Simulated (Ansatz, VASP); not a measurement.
**Pd in VASP and in Ansatz**

INCAR

```
SYSTEM = Pd
PREC = Accurate ; ENCUT = 520
EDIFF = 1E-7 ; ISMEAR = -1
SIGMA = 0.05 ; LREAL = .False.
LASPH = .True. ; NELM = 150
ALGO = Normal ; ISIF = 2
LWAVE = .False. ; LCHARG = .False.
LMAXMIX = 4 ; LDAU = .True.
LDAUTYPE = 2 ; LDAUL = 2
LDAUU = 4 ; LDAUJ = 0
LDAUPRINT = 1 ; GGA = PE
NBANDS = 11
```

The input KPOINTS:

```
Automatic mesh
0
Gamma
  18 18 18
  0 0 0
```

Contents of POSCAR:

```
Pd
1.0
    0.0000000000      1.9449000000      1.9449000000
    1.9449000000      0.0000000000      1.9449000000
    1.9449000000      1.9449000000      0.0000000000
Pd
1
Direct
    0.0000000000      0.0000000000      0.0000000000
```

Input for Ansatz:

```yaml
crystal:
  lattice:
    - [0.0, 1.9449, 1.9449]
    - [1.9449, 0.0, 1.9449]
    - [1.9449, 1.9449, 0.0]
  atoms:
    - { symbol: Pd, position: [0.0, 0.0, 0.0] }
kpoints:
  mp_grid: { grid: [18, 18, 18] }
scf:
  occupations: { method: fermi_dirac, width: 0.05 }
  n_extra_bands: 32
hamiltonian:
  xc: pbe
  pseudopotentials: { kind: all_electron, lapw: { basis_error: 0.00025 } }
  hubbard: { sites: [{ species: Pd, l: d, u_eff: 4.0 }], double_counting: fll }
output:
  forces: true
  stress: true
  eigenvalues: true
basis:
  ecutwfc: 180
accuracy: high
```

Alike in both runs: task single point; functional PBE; k mesh 18 × 18 × 18; occupations fermi-dirac, width 0.05 eV; no spin polarisation; Hubbard terms Pd d U = 4.0 eV.

|  | VASP | Ansatz |
| --- | --- | --- |
| version | VASP 6.6.1 | Ansatz 0.2.0 |
| potentials or method | VASP PAW PBE potentials, release 64 (Pd), cutoff 520 eV | all-electron LAPW, scalar-relativistic |

|  | VASP | Ansatz | Ansatz less VASP |
| --- | --- | --- | --- |
| gap on the k mesh at the Fermi level (eV) | none | none | - |
| pressure (GPa) | -2.7 | 10.1 | +12.74 |

The programs project onto different local orbitals, so the same U acts differently, and such runs can settle in different states. A gap of «none» marks a metal or a gap that the smearing closes. Ansatz ran all-electron here, and VASP with PAW potentials. Ansatz's warnings: filled band counts differ across k points.
